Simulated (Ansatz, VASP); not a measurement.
## One calculation of CaSe, two programs

File INCAR:

```
SYSTEM = CaSe
PREC = Accurate
ENCUT = 500
EDIFF = 1E-6
ISMEAR = 0
SIGMA = 0.1
LREAL = .False.
LASPH = .True.
NELM = 120
ALGO = Normal
ISIF = 2
LWAVE = .False.
LCHARG = .False.
GGA = PE
NBANDS = 15
GGA_COMPAT = .False.
```

Contents of KPOINTS:

```
regular mesh
0
Gamma
  4 4 4
  0 0 0
```

File POSCAR:

```
CaSe
1.0
    0.0000000000      2.9702381052      2.9702381052
    2.9702381052      0.0000000000      2.9702381052
    2.9702381052      2.9702381052      0.0000000000
Ca Se
1 1
Direct
    0.0000000000      0.0000000000      0.0000000000
    0.5000000000      0.5000000000      0.5000000000
```

Input for Ansatz:

```yaml
crystal:
  lattice:
    - [0.0, 2.9702381052, 2.9702381052]
    - [2.9702381052, 0.0, 2.9702381052]
    - [2.9702381052, 2.9702381052, 0.0]
  atoms:
    - { symbol: Ca, position: [0.0, 0.0, 0.0] }
    - { symbol: Se, position: [0.5, 0.5, 0.5] }
basis:
  ecutwfc: 420
kpoints:
  mp_grid: { grid: [4, 4, 4] }
hamiltonian:
  xc: pbe
scf:
  occupations: { method: gaussian, width: 0.1 }
  max_iter: 75
output:
  forces: false
  stress: false
  eigenvalues: true
```

Alike in both runs: task single point; functional PBE; k mesh 4 × 4 × 4; occupations gaussian, width 0.1 eV; no spin polarisation.

|  | VASP | Ansatz |
| --- | --- | --- |
| version | VASP 6.6.1 | Ansatz 0.2.0 |
| potentials or method | VASP PAW PBE potentials, release 64 (Ca_sv, Se), cutoff 500 eV | scalar-relativistic, plane waves, PAW |
| valence electrons in the cell | 16 | 26 |

VASP gave:

- gap on the k mesh at the Fermi level (eV): 2.04
- least direct gap on the mesh (eV): 2.97

Q: Which values does Ansatz return?

A: gap on the k mesh at the Fermi level (eV): 2.05; least direct gap on the mesh (eV): 2.98.

VASP's potentials hold 16 valence electrons a cell and Ansatz's 26, so a difference there can come from the potentials and not from the codes.

The k mesh is coarse, so the values compare programs but aren't converged.
